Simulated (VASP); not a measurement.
Set up this calculation in VASP 6.6.1, as the native input.

| Item | Value |
| --- | --- |
| Task | single point |
| Functional | PBE |
| Potentials or basis | VASP PAW PBE potentials, release 64 (Na_pv, Tm_3, Sb), 4f in core |
| Cutoff | 500 eV |
| k mesh | 8 × 8 × 8 |
| Occupations | gaussian, width 0.1 eV |
| Spin | no spin polarisation |
| Dipole correction | no |
| Mended | yes |
| Further INCAR settings | ALGO = Normal; EDIFF = 1e-06; NBANDS = 30 |

The structure of Na4TmSb lies in POSCAR:

```
Na4TmSb
1.0
    0.0000000000      4.4304922474      4.4304922474
    4.4304922474      0.0000000000      4.4304922474
    4.4304922474      4.4304922474      0.0000000000
Na Tm Sb
4 1 1
Direct
    0.8743747677      0.3752084108      0.3752084108
    0.3752084108      0.3752084108      0.3752084108
    0.3752084108      0.8743747677      0.3752084108
    0.3752084108      0.3752084108      0.8743747677
    0.0000000000      0.0000000000      0.0000000000
    0.7500000000      0.7500000000      0.7500000000
```

The cell was built from a structure type or drawn by symmetry, and may not be a known phase.

One way to write it, as run:

INCAR

```
PREC     = Accurate       # precision mode
ENCUT    = 500            # plane-wave cutoff, eV
EDIFF    = 1E-6           # SCF threshold, eV
ISMEAR   = 0              # smearing method
SIGMA    = 0.1            # smearing width, eV
LREAL    = F              # projectors in reciprocal space
LASPH    = T              # aspherical terms in the spheres
NELM     = 200            # most SCF steps
ALGO     = Normal         # electronic algorithm
ISIF     = 2              # what is computed and relaxed
LWAVE    = F              # write WAVECAR
LCHARG   = F              # write CHGCAR
GGA      = PE             # functional
NBANDS   = 30             # bands
GGA_COMPAT= F            
LMAXMIX  = 6              # l up to which the mixer works
```

KPOINTS

```
regular mesh
0
Gamma
  8 8 8
```

Potentials or basis: VASP PAW PBE potentials, release 64 (Na_pv, Tm_3, Sb), 4f in core.

The run is started by

```console
$ cat potpaw_PBE.64/Na_pv/POTCAR potpaw_PBE.64/Tm_3/POTCAR potpaw_PBE.64/Sb/POTCAR > POTCAR
$ mpirun -np 1 vasp_std > vasp.out
```

It gave:

```json
{
  "Pressure": "0.0 GPa",
  "Largest force": "0.008 eV/Å",
  "Band gap on the k mesh": "zero (bands 21 and 22 overlap by 0.61 eV)"
}
```

Caveat: spin-orbit coupling is left out, which moves the levels of the heavy elements; the 4f electrons are frozen in the core, so they carry no moment and show no levels.

Wall time 94 s on 1 thread of Intel(R) Xeon(R) 6975P-C (Granite Rapids), with other jobs on the host, peak memory 0.4 GiB.
